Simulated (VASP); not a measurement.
Input of a VASP 6.6.1 run:

Contents of INCAR:

```
SYSTEM = LiBr
PREC     = Accurate       ! precision mode
ENCUT    = 750            ! plane-wave cutoff, eV
EDIFF    = 1E-6           ! SCF threshold, eV
ISMEAR   = -1             ! smearing method
SIGMA    = 0.03           ! smearing width, eV
LREAL    = .FALSE.        ! projectors in reciprocal space
LASPH    = .TRUE.         ! aspherical terms in the spheres
NELM     = 120            ! most SCF steps
ALGO     = Normal         ! electronic algorithm
ISIF     = 2              ! what is computed and relaxed
LWAVE    = .FALSE.        ! write WAVECAR
LCHARG   = .TRUE.         ! write CHGCAR
GGA      = PE             ! functional
LELF     = .TRUE.         ! ELF
LVHAR    = .TRUE.       
NBANDS   = 12             ! bands
GGA_COMPAT= .FALSE.
```

File KPOINTS:

```
Automatic mesh
0
G
  8 8 8
  0 0 0
```

Contents of POSCAR:

```
LiBr
1.0
    0.0000000000      2.7626760264      2.7626760264
    2.7626760264      0.0000000000      2.7626760264
    2.7626760264      2.7626760264      0.0000000000
Li Br
1 1
Direct
    0.0000000000      0.0000000000      0.0000000000
    0.5000000000      0.5000000000      0.5000000000
```

Potentials or basis: VASP PAW PBE potentials, release 64 (Li_sv, Br).

The run is started by

```bash
$ cat potpaw_PBE.64/Li_sv/POTCAR potpaw_PBE.64/Br/POTCAR > POTCAR
$ mpirun -np 1 vasp_std > vasp.out
```

Predict the band gap on the k mesh.

4.89 eV, direct.

What does it give for the pressure?

-0.2 GPa.
